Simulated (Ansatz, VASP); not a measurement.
**One calculation of PbS, two programs**

```
Pb S
1.0
     2.94769   -2.94765    0.00000
     2.94769    2.94765    0.00000
     0.00000    0.00000   12.47633
Pb S
4 4
Cartesian
  2.9477 -1.4740 1.6729
  2.9477 1.4740 10.8034
  2.9477 1.4737 4.5653
  2.9477 -1.4737 7.9110
  2.9477 1.4743 7.9466
  2.9477 -1.4743 4.5297
  2.9477 -1.4734 10.7679
  2.9477 1.4734 1.7084
```

Alike in both runs: functional PBE; dispersion D3(BJ); k mesh 6 × 6 × 1; occupations gaussian, width 0.02 eV; no spin polarisation.

Ansatz relaxed the structure, and its values are those at the end. VASP's run is a single point on that final structure, the one shown.

|  | VASP | Ansatz |
| --- | --- | --- |
| version | VASP 6.6.1 | Ansatz 0.2.0 |
| potentials or method | VASP PAW PBE potentials, release 64 (Pb_d, S), cutoff 520 eV | scalar-relativistic, plane waves, PAW |
| valence electrons in the cell | 80 | 80 |

```tsv
	VASP	Ansatz	Ansatz less VASP
gap on the k mesh at the Fermi level (eV)	0.92	0.92	-0.002
least direct gap on the mesh (eV)	0.92	0.92	-0.002
pressure (GPa)	-0.1	0.0	+0.07
```

The k mesh is coarse, so the values compare programs but aren't converged. Spin-orbit coupling is off throughout.
